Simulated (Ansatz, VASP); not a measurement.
## One calculation of Ca, two programs

```
CELL_PARAMETERS angstrom
0.00000 2.79420 2.79420
2.62655 0.00000 2.79420
2.62655 2.79420 0.00000
ATOMIC_POSITIONS crystal
Ca 0.00000 0.00000 0.00000
```

Change from the starting cell: strain -0.0600 x Voigt [1, 0, 0, 0, 0, 0], atoms carried along.

Alike in both runs: task single point; functional PBEsol; k mesh 14 × 14 × 14; occupations gaussian, width 0.15 eV; no spin polarisation.

```csv
,VASP,Ansatz
version,VASP 6.6.1,Ansatz 0.2.0
potentials or method,"VASP PAW PBE potentials, release 64 (Ca_sv), cutoff 520 eV","scalar-relativistic, plane waves, PAW"
valence electrons in the cell,10,10
```

|  | VASP | Ansatz | Ansatz less VASP |
| --- | --- | --- | --- |
| gap on the k mesh at the Fermi level (eV) | none | none | - |
| pressure (GPa) | -0.2 | -0.2 | -0.03 |
| traceless stress, the component that is largest in VASP (GPa) | 0.22 | 0.22 | 0.000 |

VASP's potentials were made for PBE, not for PBEsol. A gap of «none» marks a metal or a gap that the smearing closes.
